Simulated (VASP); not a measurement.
# Mg3SnO (Pm-3m) in VASP: notebook, part 2 of 2

VASP 6.6.1. Earlier steps stand in the parts before.

## (3) Single point, PBE, non-collinear spin, zero start, spin-orbit coupling

This run uses another cell than the first one, of 16.41 Å³/atom.

File INCAR:

```
  PREC = Accurate
  ENCUT = 520
  EDIFF = 1E-7
  ISMEAR = -1
  SIGMA = 0.02
  LREAL = F
  LASPH = T
  NELM = 150
  ALGO = Normal
  ISIF = 2
  LWAVE = F
  LCHARG = F
  MAGMOM = 0 0 0 0 0 0 0 0 0 0 0 0 0 0 0
  LORBIT = 11
  LSORBIT = T
  GGA_COMPAT = F
  LORBMOM = T
  GGA = PE
  NBANDS = 41
```

File KPOINTS:

```
Automatic mesh
0
Gamma
  6 6 6
```

File POSCAR:

```
Mg3SnO
1.0
    4.3451367225      0.0000000000      0.0000000000
    0.0000000000      4.3451367225      0.0000000000
    0.0000000000      0.0000000000      4.3451367225
Sn O Mg
1 1 3
Direct
    0.0000000000      0.0000000000      0.0000000000
    0.5000000000      0.5000000000      0.5000000000
    0.5000000000      0.5000000000      0.0000000000
    0.5000000000      0.0000000000      0.5000000000
    0.0000000000      0.5000000000      0.5000000000
```

Potentials or basis: VASP PAW PBE potentials, release 64 (Sn_d, O, Mg).

Started as:

```
$ cat potpaw_PBE.64/Sn_d/POTCAR potpaw_PBE.64/O/POTCAR potpaw_PBE.64/Mg/POTCAR > POTCAR
$ mpirun -np 1 vasp_ncl > vasp.out
```

OUTCAR:

```text
PREC = Accurate
   ENCUT = 520
   EDIFF = 1E-7
   ISMEAR = -1
   LREAL = F
   LASPH = T
   NELM = 150
   ISIF = 2
   LORBIT = 11
   LSORBIT = T
   GGA = PE

 ion  position               nearest neighbor table
   1  0.000  0.000  0.000-   3 3.07   4 3.07   5 3.07   4 3.07   5 3.07   3 3.07   5 3.07   5 3.07
                             3 3.07   4 3.07   4 3.07   3 3.07
   2  0.500  0.500  0.500-   3 2.17   4 2.17   5 2.17   3 2.17   4 2.17   5 2.17
   3  0.500  0.500  0.000-   2 2.17   2 2.17   4 3.07   5 3.07   1 3.07   4 3.07   5 3.07   1 3.07
                             4 3.07   4 3.07   1 3.07   5 3.07   5 3.07   1 3.07
   4  0.500  0.000  0.500-   2 2.17   2 2.17   3 3.07   5 3.07   1 3.07   3 3.07   1 3.07   3 3.07
                             5 3.07   3 3.07   1 3.07   5 3.07   1 3.07   5 3.07
   5  0.000  0.500  0.500-   2 2.17   2 2.17   3 3.07   4 3.07   1 3.07   3 3.07   1 3.07   4 3.07
                             1 3.07   1 3.07   3 3.07   4 3.07   3 3.07   4 3.07

  LATTYP: Found a simple cubic cell.
 ALAT       =     4.3451367225

  Lattice vectors:

 A1 = (   4.3451367225,   0.0000000000,   0.0000000000)
 A2 = (   0.0000000000,   4.3451367225,   0.0000000000)
 A3 = (   0.0000000000,   0.0000000000,   4.3451367225)

Analysis of symmetry for initial positions (statically):
=====================================================================
 Subroutine PRICEL returns:
 Original cell was already a primitive cell.

 Routine SETGRP: Setting up the symmetry group for a
 simple cubic supercell.

 Subroutine GETGRP returns: Found 48 space group operations
 (whereof 48 operations were pure point group operations)
 out of a pool of 48 trial point group operations.

The static configuration has the point symmetry O_h .

Analysis of symmetry for dynamics (positions and initial velocities):
=====================================================================
 Subroutine PRICEL returns:
 Original cell was already a primitive cell.

[... 1054 lines left out ...]
  4        -0.000  -0.000  -0.000
  5         0.000   0.000   0.000
 ----------------------------------------
           -0.000  -0.000  -0.000

 orbital moment (z)

 # of ion     p       d       tot
 ----------------------------------------
  1         0.000   0.000   0.000
  2         0.000   0.000   0.000
  3         0.000   0.000   0.000
  4        -0.000   0.000  -0.000
  5         0.000   0.000   0.000
 ----------------------------------------
           -0.000   0.000  -0.000

 Spin-Orbit-Coupling matrix elements

 Ion:    1  E_soc:     -0.1122901
 l=   1
     0.0000000    -0.0122708    -0.0122708
    -0.0122708     0.0000000    -0.0122708
    -0.0122708    -0.0122708     0.0000000
 l=   2
     0.0000000    -0.0012816     0.0000000    -0.0012816    -0.0051626
    -0.0012816     0.0000000    -0.0038719    -0.0012816    -0.0012906
     0.0000000    -0.0038719     0.0000000    -0.0038719     0.0000000
    -0.0012816    -0.0012816    -0.0038719     0.0000000    -0.0012906
    -0.0051626    -0.0012906     0.0000000    -0.0012906     0.0000000
 l=   3
     0.0000000     0.0000000     0.0000000     0.0000000     0.0000000     0.0000000     0.0000000
     0.0000000     0.0000000     0.0000000     0.0000000     0.0000000     0.0000000     0.0000000
     0.0000000     0.0000000     0.0000000     0.0000000     0.0000000     0.0000000     0.0000000
     0.0000000     0.0000000     0.0000000     0.0000000     0.0000000     0.0000000     0.0000000
[... 69 lines left out ...]
 l=   2
     0.0000000    -0.0000000     0.0000000     0.0000000    -0.0000000
    -0.0000000     0.0000000    -0.0000000    -0.0000000    -0.0000000
     0.0000000    -0.0000000     0.0000000     0.0000000     0.0000000
     0.0000000    -0.0000000     0.0000000     0.0000000    -0.0000000
    -0.0000000    -0.0000000     0.0000000    -0.0000000     0.0000000
 l=   3
     0.0000000     0.0000000     0.0000000     0.0000000     0.0000000     0.0000000     0.0000000
     0.0000000     0.0000000     0.0000000     0.0000000     0.0000000     0.0000000     0.0000000
     0.0000000     0.0000000     0.0000000     0.0000000     0.0000000     0.0000000     0.0000000
     0.0000000     0.0000000     0.0000000     0.0000000     0.0000000     0.0000000     0.0000000
     0.0000000     0.0000000     0.0000000     0.0000000     0.0000000     0.0000000     0.0000000
     0.0000000     0.0000000     0.0000000     0.0000000     0.0000000     0.0000000     0.0000000
     0.0000000     0.0000000     0.0000000     0.0000000     0.0000000     0.0000000     0.0000000

 total charge

# of ion       s       p       d       tot
------------------------------------------
    1        1.127   1.458   9.929  12.514
    2        1.564   3.463   0.000   5.026
    3        0.155   0.141   0.040   0.337
    4        0.155   0.141   0.040   0.337
    5        0.155   0.141   0.040   0.337
--------------------------------------------------
tot          3.157   5.343  10.050  18.551

 magnetization (x)

# of ion       s       p       d       tot
------------------------------------------
    1        0.000  -0.000   0.000  -0.000
    2        0.000   0.000   0.000   0.000
    3        0.000  -0.000   0.000   0.000
    4        0.000   0.000  -0.000   0.000
    5        0.000  -0.000  -0.000   0.000
--------------------------------------------------
tot          0.000  -0.000  -0.000   0.000

 magnetization (y)

# of ion       s       p       d       tot
------------------------------------------
    1        0.000   0.000   0.000   0.000
    2       -0.000   0.000   0.000   0.000
    3       -0.000   0.000  -0.000  -0.000
    4        0.000   0.000  -0.000  -0.000
    5       -0.000  -0.000   0.000  -0.000
--------------------------------------------------
tot          0.000   0.000  -0.000   0.000

 magnetization (z)

# of ion       s       p       d       tot
------------------------------------------
    1        0.000  -0.000   0.000   0.000
    2       -0.000   0.000   0.000  -0.000
    3        0.000   0.000  -0.000  -0.000
    4        0.000   0.000   0.000   0.000
    5       -0.000   0.000   0.000  -0.000
--------------------------------------------------
tot          0.000   0.000  -0.000   0.000
```

Run time: 2.9 min. Hardware: 1 thread of Intel Xeon 8259CL, shared host; peak memory 0.37 GiB.

Results:

| Item | Value |
| --- | --- |
| Free energy | -18.5499 eV |
| Pressure | 2.0 GPa |
| Net moment | 0.00 μB per cell |
| Valence electrons inside the program's atomic spheres | Sn 12.51; O 5.03; Mg 0.34 |

Moments on the atoms (μB; x, y, z):
```
Sn  0.00 0.00 0.00
O   0.00 0.00 0.00
Mg  0.00 0.00 0.00
Mg  0.00 0.00 0.00
Mg  0.00 0.00 0.00
```
